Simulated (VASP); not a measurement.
Here is a VASP 6.6.1 calculation.

INCAR

```
PREC     = Accurate       # precision mode
ENCUT    = 520            # plane-wave cutoff, eV
EDIFF    = 1E-7           # SCF threshold, eV
ISMEAR   = 0              # smearing method
SIGMA    = 0.1            # smearing width, eV
LREAL    = F              # projectors in reciprocal space
LASPH    = T              # aspherical terms in the spheres
NELM     = 80             # most SCF steps
ALGO     = Normal         # electronic algorithm
ISIF     = 2              # what is computed and relaxed
LWAVE    = F              # write WAVECAR
LCHARG   = T              # write CHGCAR
GGA      = PE             # functional
LELF     = T              # ELF
LVHAR    = T            
NBANDS   = 51             # bands
```

The input KPOINTS:

```
Automatic mesh
0
Gamma
  8 8 8
```

Contents of POSCAR:

```
Ge
1.0
    0.0000000000      3.9302324735      3.9302324735
    3.9302324735      0.0000000000      3.9302324735
    3.9302324735      3.9302324735      0.0000000000
Ge
6
Direct
    0.6250000000      0.6250000000      0.1250000000
    0.2500000000      0.2500000000      0.2500000000
    0.6250000000      0.6250000000      0.6250000000
    0.1250000000      0.6250000000      0.6250000000
    0.6250000000      0.1250000000      0.6250000000
    0.0000000000      0.0000000000      0.0000000000
```

Potentials or basis: VASP PAW PBE potentials, release 64 (Ge_d).

Launch:

```sh
$ cat potpaw_PBE.64/Ge_d/POTCAR > POTCAR
$ mpirun -np 1 vasp_std > vasp.out
```

Task: What does it give for the band gap on the k mesh?

Result: Zero (band 42 reaches 6.51 eV, above the bottom of band 43 at 4.74 eV).

Task: Predict the pressure.

Result: 0.0 GPa.
